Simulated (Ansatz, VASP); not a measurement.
## Two plane-wave programs on GaAs

Contents of INCAR:

```
SYSTEM = GaAs
ALGO = Normal
EDIFF = 1E-7
EDIFFG = -0.005
ENCUT = 600
IBRION = 2
ISIF = 3
ISMEAR = 0
LASPH = .TRUE.
LCHARG = .FALSE.
LREAL = .FALSE.
LWAVE = .FALSE.
NELM = 60
NSW = 100
PREC = Accurate
SIGMA = 0.02
```

File KPOINTS:

```
k-points
0
G
  12 12 12
  0 0 0
```

Contents of POSCAR:

```
GaAs
1.0
    0.0000000000      2.8016907960      2.8016907960
    2.8016907960      0.0000000000      2.8016907960
    2.8016907960      2.8016907960      0.0000000000
Ga As
1 1
Direct
    0.0000000000      0.0000000000      0.0000000000
    0.7500000000      0.7500000000      0.7500000000
```

Input for Ansatz:

```yaml
crystal:
  lattice:
    - [0.0, 2.801690796, 2.801690796]
    - [2.801690796, 0.0, 2.801690796]
    - [2.801690796, 2.801690796, 0.0]
  atoms:
    - { symbol: Ga, position: [0.0, 0.0, 0.0] }
    - { symbol: As, position: [0.75, 0.75, 0.75] }
basis:
  ecutwfc: 420
kpoints:
  mp_grid: { grid: [12, 12, 12] }
hamiltonian:
  xc: lda
scf:
  occupations: { method: gaussian, width: 0.02 }
output:
  forces: true
  stress: true
  eigenvalues: true
relax:
  adjacent_minimum: "off"
  f_tol: 0.005
  max_steps: 80
  cell: { stress_tol: 0.05 }
```

Alike in both runs: task relaxation of cell and atoms; functional LDA; k mesh 12 × 12 × 12; occupations gaussian, width 0.02 eV; no spin polarisation.

|  | VASP | Ansatz |
| --- | --- | --- |
| version | VASP 6.6.1 | Ansatz 0.2.0 |
| potentials or method | VASP PAW LDA potentials, release 64 (Ga_d, As), cutoff 600 eV | scalar-relativistic, plane waves, PAW |
| valence electrons in the cell | 18 | 28 |

|  | VASP | Ansatz | Ansatz less VASP |
| --- | --- | --- | --- |
| gap on the k mesh at the Fermi level, each at its own relaxed structure (eV) | 0.50 | 0.49 | -0.019 |
| relaxed volume (Å³/atom) | 22.08 | 21.99 | -0.088 |
| relaxed cell length with the largest relative difference (Å) | 3.967 | 3.962 | -0.0053 |

LDA's correlation is that of Perdew and Zunger in VASP and of Perdew and Wang (1992) in Ansatz. VASP's potentials hold 18 valence electrons a cell and Ansatz's 28, so a difference there can come from the potentials and not from the codes.
